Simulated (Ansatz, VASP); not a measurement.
# Si4Ni11: VASP beside Ansatz

```
Si Ni
1.0
    -3.46120    3.46120    3.46120
     3.46120   -3.46120    3.46120
     3.46120    3.46120   -3.46120
Si Ni
4 11
Direct
  0.00418 0.50524 0.49722
  0.50078 0.99756 0.49479
  0.50424 0.50588 0.00528
  0.00406 0.00873 0.00250
  0.50087 0.24988 0.24913
  0.00228 0.75024 0.25105
  0.00353 0.24720 0.74698
  0.50158 0.75207 0.75340
  0.74740 0.49153 0.74463
  0.24953 0.49961 0.25305
  0.74724 0.00011 0.24992
  0.74771 0.75208 0.50182
  0.25137 0.25020 0.50201
  0.24915 0.74969 0.99920
  0.75294 0.25404 0.00561
```

Alike in both runs: task relaxation of cell and atoms; functional PBEsol; k mesh 3 × 3 × 3; occupations gaussian, width 0.1 eV; no spin polarisation.

```csv
,VASP,Ansatz
version,VASP 6.6.1,Ansatz 0.2.0
potentials or method,"VASP PAW PBE potentials, release 64 (Si, Ni), cutoff 600 eV","scalar-relativistic, plane waves, PAW"
valence electrons in the cell,126,214
```

```csv
,VASP,Ansatz,Ansatz less VASP
"gap on the k mesh at the Fermi level, each at its own relaxed structure (eV)",none,none,-
relaxed volume (Å³/atom),10.81,10.81,0.000
relaxed length of the cell vector where the two differ most in proportion (Å),5.951,5.950,-0.0005
```

VASP's potentials were made for PBE, not for PBEsol. A gap of «none» marks a metal or a gap that the smearing closes. VASP's potentials hold 126 valence electrons a cell and Ansatz's 214, so a difference there can come from the potentials and not from the codes.

The k mesh is coarse, so the values compare programs but aren't converged.
